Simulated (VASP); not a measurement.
Input of a VASP 6.6.1 run:

The input INCAR:

```
SYSTEM = Mg3Zn
ALGO = Normal
EDIFF = 1E-6
EDIFFG = -0.03
ENCUT = 600
GGA = PS
IBRION = 2
ISIF = 3
ISMEAR = -1
LASPH = .TRUE.
LCHARG = .FALSE.
LREAL = .FALSE.
LWAVE = .FALSE.
NELM = 100
NSW = 60
PREC = Accurate
SIGMA = 0.02
```

Contents of KPOINTS:

```
k-points
0
G
  11 11 11
  0 0 0
```

POSCAR

```
Mg3Zn
1.0
    4.2755170000      0.0000000000      0.0000000000
    0.0000000000      4.2755170000      0.0000000000
    0.0000000000      0.0000000000      4.2755170000
Mg Zn
3 1
Direct
    0.5000000000      0.5000000000      0.0000000000
    0.5000000000      0.0000000000      0.5000000000
    0.0000000000      0.5000000000      0.5000000000
    0.0000000000      0.0000000000      0.0000000000
```

Potentials or basis: VASP PAW PBE potentials, release 64 (Mg, Zn).

Launch:

```bash
$ cat potpaw_PBE.64/Mg/POTCAR potpaw_PBE.64/Zn/POTCAR > POTCAR
$ mpirun -np 1 vasp_std > vasp.out
```

What does it give for the relaxed cell?

a = 4.285 Å, b = 4.285 Å, c = 4.285 Å, α = 90.00°, β = 90.00°, γ = 90.00°.

What does it give for the space group after relaxing (to 0.05 Å)?

Pm-3m (No. 221).

The path:
| step | energy change (eV) | largest force (eV/Å) | pressure (GPa) | volume (Å³) |
| --- | --- | --- | --- | --- |
| 1 | 0.0000 | 0.0000 | 0.38 | 78.16 |
| 2 | -0.0007 | 0.0000 | 0.08 | 78.68 |

Caveat: the PAW data sets were made with another functional, which shifts forces and pressure a little.
